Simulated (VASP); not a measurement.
# Si2W in VASP: single point with PBE

Aim: the single point of Si2W with PBE.

All numbers are computed with VASP 6.6.1; they aren't measurements. Logs are shortened: lines on timing, memory, paths and dates and some standing lists are left out, and cuts for length are marked.

**1. The cell of the first run**

The cell holds a slab with vacuum, 12 atoms: a = 3.212 Å, b = 4.548 Å, c = 30.904 Å, α = 90.00°, β = 90.00°, γ = 110.68°.

**2. Single point, PBE**

Input file INCAR:

```
SYSTEM = Si2W
PREC = Accurate
ENCUT = 520
EDIFF = 1E-6
ISMEAR = 0
SIGMA = 0.1
LREAL = .FALSE.
LASPH = .TRUE.
NELM = 100
ALGO = Normal
ISIF = 2
LWAVE = .FALSE.
LCHARG = .TRUE.
LDIPOL = .TRUE.
IDIPOL = 3
DIPOL = 0.5 0.5 0.500
GGA = PE
LELF = .TRUE.
LVHAR = .TRUE.
LVACPOTAV = .TRUE.
ISYM = 0
NBANDS = 56
```

Input file KPOINTS:

```
Automatic mesh
0
G
  9 6 1
  0 0 0
```

Input file POSCAR:

```
Si2W
1.0
    3.2120000000      0.0000000000      0.0000000000
   -1.6060000000      4.2547427700      0.0000000000
    0.0000000000      0.0000000000     30.9041270917
Si W
8 4
Direct
    0.4280320950      0.8560641900      0.3235813770
    0.8569217100      0.7138434200      0.3876811035
    0.5705089950      0.1410179900      0.4198272168
    0.9993986150      0.9987972300      0.4839269433
    0.7146660588      0.4278654058      0.5166839242
    0.1423806969      0.2841684222      0.5815682317
    0.8570395647      0.7123750529      0.6148332156
    0.2778568048      0.5550267086      0.6749999897
    0.1424769050      0.2849538100      0.3556312403
    0.2849538050      0.5699076100      0.4518770801
    0.4284009151      0.8558257245      0.5478219777
    0.5676954101      0.1339343968      0.6429277286
```

Potentials or basis: VASP PAW PBE potentials, release 64 (Si, W_sv).

The run is started by

```
cat potpaw_PBE.64/Si/POTCAR potpaw_PBE.64/W_sv/POTCAR > POTCAR
mpirun -np 1 vasp_std > vasp.out
```

OUTCAR:

```text
SYSTEM = Si2W
   PREC = Accurate
   ENCUT = 520
   EDIFF = 1E-6
   ISMEAR = 0
   LREAL = .FALSE.
   LASPH = .TRUE.
   NELM = 100
   ISIF = 2
   GGA = PE
   ISYM = 0

 ion  position               nearest neighbor table
   1  0.428  0.856  0.324-   2 2.62   2 2.62   9 2.62   9 2.62   9 2.62
   2  0.857  0.714  0.388-   1 2.62   1 2.62   3 2.62   3 2.62   9 2.62   9 2.62   9 2.62  10 2.62
                            10 2.62   3 2.63
   3  0.571  0.141  0.420-   4 2.62   4 2.62   2 2.62   2 2.62  10 2.62  10 2.62  10 2.62   9 2.62
                             9 2.62   2 2.63
   4  0.999  0.999  0.484-  11 2.62  11 2.62   3 2.62   3 2.62  10 2.62  10 2.62  10 2.62   5 2.63
                             5 2.63   5 2.64
   5  0.715  0.428  0.517-  11 2.61  11 2.61  11 2.62   4 2.63   4 2.63   4 2.64  10 2.64  10 2.64
                             6 2.64   6 2.64
   6  0.142  0.284  0.582-  12 2.56  12 2.57   7 2.64   7 2.64   5 2.64   7 2.64   5 2.64  11 2.64
                            11 2.64  11 2.65   8 3.11
   7  0.857  0.712  0.615-   8 2.55   8 2.55  12 2.56  12 2.56  12 2.61   6 2.64   6 2.64   6 2.64
                            11 2.69  11 2.69
   8  0.278  0.555  0.675-   7 2.55   7 2.55  12 2.60  12 2.60  12 2.66   6 3.11
   9  0.142  0.285  0.356-   1 2.62   2 2.62   2 2.62   2 2.62   1 2.62   1 2.62   3 2.62   3 2.62
                            10 3.21
  10  0.285  0.570  0.452-   4 2.62   3 2.62   4 2.62   4 2.62   3 2.62   3 2.62   2 2.62   2 2.62
                             5 2.64   5 2.64  11 3.20   9 3.21
  11  0.428  0.856  0.548-   5 2.61   5 2.61   4 2.62   5 2.62   4 2.62   6 2.64   6 2.64   6 2.65
                             7 2.69   7 2.69  12 3.17  10 3.20
  12  0.568  0.134  0.643-   7 2.56   7 2.56   6 2.56   6 2.57   8 2.60   8 2.60   7 2.61   8 2.66
                            11 3.17

IMPORTANT INFORMATION: All symmetrisations will be switched off!
NOSYMM: (Re-)initialisation of all symmetry stuff for point group C_1.

----------------------------------------------------------------------------------------

                                     Primitive cell

  volume of cell :     422.3430

  direct lattice vectors                    reciprocal lattice vectors
     3.212000000  0.000000000  0.000000000     0.311332503  0.117515917  0.000000000
    -1.606000000  4.254742770  0.000000000     0.000000000  0.235031835  0.000000000
     0.000000000  0.000000000 30.904127092     0.000000000  0.000000000  0.032358138

  length of vectors
     3.212000000  4.547754615 30.904127092     0.332773073  0.235031835  0.032358138

  position of ions in fractional coordinates (direct lattice)
     0.428032095  0.856064190  0.323581377
     0.856921710  0.713843420  0.387681104
     0.570508995  0.141017990  0.419827217
     0.999398615  0.998797230  0.483926943
     0.714666059  0.427865406  0.516683924
     0.142380697  0.284168422  0.581568232
     0.857039565  0.712375053  0.614833216
     0.277856805  0.555026709  0.674999990
     0.142476905  0.284953810  0.355631240
     0.284953805  0.569907610  0.451877080
     0.428400915  0.855825725  0.547821978
     0.567695410  0.133934397  0.642927729

  ion indices of the primitive-cell ions
   primitive index   ion index
                 1           1
                 2           2
                 3           3
                 4           4
                 5           5
                 6           6
                 7           7
                 8           8
                 9           9
                10          10
                11          11
                12          12

----------------------------------------------------------------------------------------

 KPOINTS: Automatic mesh

Automatic generation of k-mesh.
 Grid dimensions read from file:
 generate k-points for:    9    6    1

 Generating k-lattice:

  Cartesian coordinates                     Fractional coordinates (reciprocal lattice)
     0.034592500  0.013057324  0.000000000     0.111111111  0.000000000  0.000000000
     0.000000000  0.039171972  0.000000000     0.000000000  0.166666667  0.000000000
     0.000000000  0.000000000  0.032358138     0.000000000  0.000000000  1.000000000

  Length of vectors
     0.036974786  0.039171972  0.032358138

  Shift w.r.t. Gamma in fractional coordinates (k-lattice)
     0.000000000  0.000000000  0.000000000

 -----------------------------------------------------------------------------
|                                                                             |
|           W    W    AA    RRRRR   N    N  II  N    N   GGGG   !!!           |
|           W    W   A  A   R    R  NN   N  II  NN   N  G    G  !!!           |
|           W    W  A    A  R    R  N N  N  II  N N  N  G       !!!           |
|           W WW W  AAAAAA  RRRRR   N  N N  II  N  N N  G  GGG   !            |
|           WW  WW  A    A  R   R   N   NN  II  N   NN  G    G                |
|           W    W  A    A  R    R  N    N  II  N    N   GGGG   !!!           |
|                                                                             |
|     Your reciprocal lattice and k-lattice belong to different lattice       |
|     classes:                                                                |
|                                                                             |
|        The reciprocal lattice is base centered orthorhombic,                |
|        whereas your k-lattice is simple monoclinic.                         |
|                                                                             |
|     Results are often still useful ...                                      |
|                                                                             |
 -----------------------------------------------------------------------------

 WARNING: IBZKPT: internal override: KBLOWUP is changed to .FALSE.
      ... skipping the blow-up phase ...

 Subroutine IBZKPT returns following result:
 ===========================================

 Found     28 irreducible k-points:

 Following reciprocal coordinates:
            Coordinates               Weight
  0.000000  0.000000  0.000000      1.000000
  0.111111  0.000000  0.000000      2.000000
  0.222222 -0.000000  0.000000      2.000000
  0.333333 -0.000000  0.000000      2.000000
  0.444444 -0.000000  0.000000      2.000000
  0.000000  0.166667  0.000000      2.000000
[... 16 lines left out ...]
 -0.111111  0.333333  0.000000      2.000000
  0.000000  0.500000  0.000000      1.000000
 [... further k-points ...]
   k-points           NKPTS =     28   k-points in BZ     NKDIM =     28   number of bands    NBANDS=     56
   number of dos      NEDOS =    301   number of ions     NIONS =     12
   total plane-waves  NPLWV = 207360
   dimension x,y,z NGX =    24 NGY =   36 NGZ =  240
   dimension x,y,z NGXF=    48 NGYF=   72 NGZF=  480
   ions per type =               8   4
   NGX,Y,Z   is equivalent  to a cutoff of  12.42, 13.16, 12.91 a.u.
   NGXF,Y,Z  is equivalent  to a cutoff of  24.84, 26.32, 25.82 a.u.
 SYSTEM =  Si2W
   PREC   = accura    normal or accurate (medium, high low for compatibility)
   ISTART =      0    job   : 0-new  1-cont  2-samecut
   ICHARG =      2    charge: 1-file 2-atom 10-const
   ISPIN  =      1    spin polarized calculation?
   LNONCOLLINEAR =      F non collinear calculations
   LSORBIT =      F    spin-orbit coupling
   LASPH  =      T    aspherical Exc in radial PAW
   ENCUT  =  520.0 eV  38.22 Ry    6.18 a.u.   5.97  8.46 57.46*2*pi/ulx,y,z
   NELM   =    100;   NELMIN=  2; NELMDL= -5     # of ELM steps
   EDIFF  = 0.1E-05   stopping-criterion for ELM
   LREAL  =      F    real-space projection
   EDIFFG = 0.1E-04   stopping-criterion for IOM
   NSW    =      0    number of steps for IOM
   IBRION =     -1    ionic relax: 0-MD 1-quasi-New 2-CG
   NFREE  =      0    steps in history (QN), initial steepest desc. (CG)
   ISIF   =      2    stress and relaxation
   ISYM   =      0    0-nonsym 1-usesym 2-fastsym
   POTIM  = 0.5000    time-step for ionic-motion
   TEBEG  =    0.0;   TEEND  =   0.0 temperature during run
   PSTRESS=    0.0 pullay stress
   NELECT =      88.0000    total number of electrons
   NUPDOWN=      -1.0000    fix difference up-down
   EMIN   =  10.00;   EMAX   =-10.00  energy-range for DOS
   EFERMI =   0.00;   METHOD = LEGACY
   ISMEAR =     0;   SIGMA  =   0.10  broadening in eV -4-tet -1-fermi 0-gaus
   EFERMI_NEDOS =   21; number of points for ismear=-14 and -15
   IALGO  =     38    algorithm
   IMIX   =      4    mixing-type and parameters
     AMIX     =   0.40;   BMIX     =  1.00
     AMIX_MAG =   1.60;   BMIX_MAG =  1.00
  volume/ion in A,a.u.               =      35.20       237.51
  Fermi-wavevector in a.u.,A,eV,Ry     =   0.970541  1.834057 12.816009  0.941950
  Thomas-Fermi vector in A             =   2.100685
   LORBIT       =      0    0 simple, 1 ext, 2 COOP (PROOUT), +10 PAW based schemes
   GGA     = PE    functional components
   LHFCALC =     F    Hartree Fock is set to
   AEXX    =    0.0000 exact exchange contribution
   IVDW    =     0    specifies the selected vdW correction
   LEPSILON=     F    determine dielectric tensor
   LRPA    =     F    only Hartree local field effects (RPA)
 non-spin polarized calculation
 Gauss-broadening in eV      SIGMA  =   0.10
  energy-cutoff  :      520.00
  volume of cell :      422.34
 maximum number of plane-waves:     11436
   NGX = 11   NGY = 17   NGZ =115

 dipolmoment           0.000000      0.000000      0.000403 electrons x Angstroem

 number of electron      88.0000001 magnetization

 dipolmoment           0.000000      0.000000     -0.000428 electrons x Angstroem

 Free energy of the ion-electron system (eV)
  ---------------------------------------------------
  ext. energy  EPLUGINS =         0.00000000
  ---------------------------------------------------
  free energy    TOTEN  =       -95.57430119 eV

  energy without entropy =      -95.54374766  energy(sigma->0) =      -95.55902442

 E-fermi :   1.3070     XC(G=0):  -5.5702

 val. band max:        1.3068668343   @ k =   0.3333   0.1667   0.0000
 cond. band min:       1.3127028473   @ k =   0.1111   0.5000   0.0000
 fundamental gap:      0.0058360130
 Fermi energy:         1.3070015813

 k-point     1 :       0.0000    0.0000    0.0000
  band No.  band energies     occupation
      1     -72.3026      2.00000
      2     -72.2878      2.00000
      3     -72.2285      2.00000
      4     -72.1496      2.00000
      5     -36.6943      2.00000
      6     -36.6047      2.00000
[... 48 lines left out ...]
     55       5.4492      0.00000
     56       5.6563      0.00000

 k-point     2 :       0.1111    0.0000    0.0000
  band No.  band energies     occupation
      1     -72.3017      2.00000
      2     -72.2869      2.00000
      3     -72.2277      2.00000
      4     -72.1488      2.00000
      5     -36.6910      2.00000
      6     -36.6019      2.00000
[... 48 lines left out ...]
     55       5.5740      0.00000
     56       5.6731      0.00000

 k-point     3 :       0.2222   -0.0000    0.0000
  band No.  band energies     occupation
      1     -72.2995      2.00000
      2     -72.2847      2.00000
      3     -72.2256      2.00000
      4     -72.1466      2.00000
      5     -36.6827      2.00000
      6     -36.6075      2.00000
[... 1172 lines left out ...]
 k-point    23 :      -0.1111    0.3333    0.0000
  band No.  band energies     occupation
      1     -72.3017      2.00000
      2     -72.2869      2.00000
      3     -72.2277      2.00000
      4     -72.1487      2.00000
      5     -36.6911      2.00000
      6     -36.6020      2.00000
[... 48 lines left out ...]
     55       4.9116      0.00000
     56       5.2147      0.00000

 k-point    24 :       0.0000    0.5000    0.0000
  band No.  band energies     occupation
      1     -72.3025      2.00000
      2     -72.2877      2.00000
      3     -72.2285      2.00000
      4     -72.1496      2.00000
      5     -36.6946      2.00000
      6     -36.6050      2.00000
[... 48 lines left out ...]
     55       5.4682      0.00000
     56       5.5977      0.00000

 [... further k-points ...]
[... 5 lines left out ...]
  --------------------------------------------------------------------------------------
  -------------------------------------------------------------------------------------
  Total       -3.5463205     -2.5568922     -1.3690721     -0.1106328     -0.6575348     -0.0088976
  in kB      -13.4531268     -9.6996861     -5.1936368     -0.4196905     -2.4943878     -0.0337534
  external PRESSURE =      -9.4488166 kB  Pullay stress =       0.0000000 kB

 VOLUME and BASIS-vectors are now :
 -----------------------------------------------------------------------------
  energy-cutoff  :      520.00
  volume of cell :      422.34
      direct lattice vectors                 reciprocal lattice vectors
     3.212000000  0.000000000  0.000000000     0.311332503  0.117515917  0.000000000
    -1.606000000  4.254742770  0.000000000     0.000000000  0.235031835  0.000000000
     0.000000000  0.000000000 30.904127092     0.000000000  0.000000000  0.032358138

 POSITION                                       TOTAL-FORCE (eV/Angst)
 -----------------------------------------------------------------------------------
      0.00000      3.64233     10.00000         0.010933      0.199236      0.397851
      1.60600      3.03722     11.98095        -0.014672     -0.204159     -0.991292
      1.60600      0.60000     12.97439         0.009904      0.091908     -0.625514
      1.60600      4.24963     14.95534        -0.006455     -0.047743      0.076248
      1.60836      1.82046     15.96767         0.002116      0.010071      0.007170
      0.00095      1.20906     17.97286        -0.001249      0.005005     -0.022655
      1.60874      3.03097     19.00088         0.000135     -0.019966      0.022775
      0.00110      2.36150     20.86029         0.000691      0.001912     -0.002132
      0.00000      1.21241     10.99047        -0.005709      0.046970      0.810543
      0.00000      2.42481     13.96487         0.004081     -0.091873      0.324830
      0.00157      3.64132     16.92996        -0.000122     -0.000987      0.005545
      1.60834      0.56986     19.86912         0.000347      0.009625     -0.003370
 -----------------------------------------------------------------------------------
    total drift:                               -0.000107     -0.000045      0.000740

  FREE ENERGIE OF THE ION-ELECTRON SYSTEM (eV)
  ---------------------------------------------------
  free  energy   TOTEN  =       -95.5743011919 eV

  energy  without entropy=      -95.5437476570  energy(sigma->0) =      -95.55902442

 vacuum level on the upper side and lower side of the slab         6.358         6.364
```

Wall time 16 min (1 thread of Intel Xeon 6975P-C (Granite Rapids), shared host); peak memory 0.78 GiB.

Results:

| Item | Value |
| --- | --- |
| Free energy | -95.5743 eV |
| Largest force | 1.012 eV/Å |
| Band gap on the k mesh | zero (band 44 reaches 1.69 eV, above the bottom of band 45 at 0.79 eV) |

Forces in eV/Å, atoms in the order of the input:
```
Si   0.011  0.199  0.398
Si  -0.015 -0.204 -0.991
Si   0.010  0.092 -0.626
Si  -0.006 -0.048  0.076
Si   0.002  0.010  0.007
Si  -0.001  0.005 -0.023
Si   0.000 -0.020  0.023
Si   0.001  0.002 -0.002
W   -0.006  0.047  0.811
W    0.004 -0.092  0.325
W    0.000 -0.001  0.006
W    0.000  0.010 -0.003
```

Levels at points of the mesh, in eV from the Fermi level:
```csv
k point,band 40,band 41,band 42,band 43,band 44,band 45,band 46,band 47,band 48,band 49
"(0.00, 0.00, 0.00)",-1.03,-0.88,-0.39,-0.26,0.38,1.01,1.87,1.96,2.68,2.99
"(0.00, 0.50, 0.00)",-0.22,-0.14,-0.04,0.05,0.10,0.36,0.46,1.02,1.10,1.46
```

Caveat: spin-orbit coupling is left out, which moves the levels of the heavy elements.
